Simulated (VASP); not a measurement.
Here is a VASP 6.6.1 calculation.

INCAR

```
ALGO = Normal
EDIFF = 1E-8
ENCUT = 520
GGA = PE
IBRION = 8
ISIF = 2
ISMEAR = 0
LASPH = T
LCHARG = T
LEPSILON = T
LREAL = F
LWAVE = F
NELM = 100
NSW = 1
PREC = Accurate
SIGMA = 0.01
```

The input KPOINTS:

```
k-points
0
Gamma
  6 6 8
```

Contents of POSCAR:

```
HfO2
1.0
    4.8807051869      0.0000000000      0.0000000000
    0.0000000000      4.8807051869      0.0000000000
    0.0000000000      0.0000000000      3.2374960409
Hf O
2 4
Direct
    0.0000000000      0.0000000000      0.0000000000
    0.5000000000      0.5000000000      0.5000000000
    0.1948188800      0.8051811200      0.5000000000
    0.3051811200      0.3051811200      0.0000000000
    0.6948188800      0.6948188800      0.0000000000
    0.8051811200      0.1948188800      0.5000000000
```

Potentials or basis: VASP PAW PBE potentials, release 64 (Hf_pv, O).

Run with:

```console
$ cat potpaw_PBE.64/Hf_pv/POTCAR potpaw_PBE.64/O/POTCAR > POTCAR
$ mpirun -np 1 vasp_std > vasp.out
```

(1) What does it give for the electronic dielectric tensor (diagonal)?

(2) What does it give for the Born charges (mean of the diagonal)?

(3) What does it give for the highest phonon frequency at Γ, LO-TO splitting left out?

## Answers

(1) 4.45, 4.45, 5.05.

(2) Hf +5.60; O -2.80 e.

(3) 762 cm⁻¹.

Caveat: the cell stands under pressure or tension, which shifts response properties.
